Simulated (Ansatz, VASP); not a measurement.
**One calculation of Sb, two programs**

INCAR

```
PREC = Accurate ; ENCUT = 400
EDIFF = 1E-6 ; ISMEAR = 0
SIGMA = 0.05 ; LREAL = F
LASPH = T ; NELM = 120
ALGO = Normal ; ISIF = 2
LWAVE = F ; LCHARG = F
LDIPOL = T ; IDIPOL = 3
DIPOL = 0.5 0.5 0.388 ; GGA = PE
IVDW = 12 ; NBANDS = 38
GGA_COMPAT = F ; NELMDL = -8
```

File KPOINTS:

```
regular mesh
0
Gamma
  9 9 1
```

File POSCAR:

```
Sb
1.0
    4.0686848921      0.0000000000      0.0000000000
   -2.0343424461      3.5235844766      0.0000000000
    0.0000000000      0.0000000000     20.8000277116
Sb
4
Direct
    0.3333333333      0.6666666667      0.2956733491
    0.6666666667      0.3333333333      0.2163458656
    0.6666666667      1.3333333333      0.5600967399
    1.0000000000      1.0000000000      0.4807692564
```

Input for Ansatz:

```yaml
crystal:
  lattice:
    - [4.0686848921, 0.0, 0.0]
    - [-2.0343424461, 3.5235844766, 0.0]
    - [0.0, 0.0, 20.8000277116]
  atoms:
    - { symbol: Sb, position: [0.3333333333, 0.6666666667, 0.2956733491] }
    - { symbol: Sb, position: [0.6666666667, 0.3333333333, 0.2163458656] }
    - { symbol: Sb, position: [0.6666666667, 1.3333333333, 0.5600967399] }
    - { symbol: Sb, position: [1.0, 1.0, 0.4807692564] }
basis:
  ecutwfc: 420
kpoints:
  mp_grid: { grid: [9, 9, 1] }
hamiltonian:
  xc: pbe
  dispersion: d3bj
scf:
  occupations: { method: gaussian, width: 0.05 }
output:
  forces: true
  eigenvalues: true
efield:
  axis: 3
  dipole_correction: true
  ramp_width: 0.04
```

Alike in both runs: task single point; functional PBE; dispersion D3(BJ); k mesh 9 × 9 × 1; occupations gaussian, width 0.05 eV; no spin polarisation.

|  | VASP | Ansatz |
| --- | --- | --- |
| version | VASP 6.6.1 | Ansatz 0.2.0 |
| potentials or method | VASP PAW PBE potentials, release 64 (Sb_d_GW), cutoff 400 eV | scalar-relativistic, plane waves, PAW |
| valence electrons in the cell | 60 | 60 |

Ansatz gave:

| Item | Value |
| --- | --- |
| gap on the k mesh at the Fermi level (eV) | 0.90 |
| least direct gap on the mesh (eV) | 1.53 |
| rms of the force components (eV/Å) | 0.040 |

What did VASP give for the same quantities?

gap on the k mesh at the Fermi level (eV): 0.90; least direct gap on the mesh (eV): 1.53; rms of the force components (eV/Å): 0.041.

Atom by atom the forces differ by 0.002 eV/Å (rms over components).

Spin-orbit coupling is off throughout.
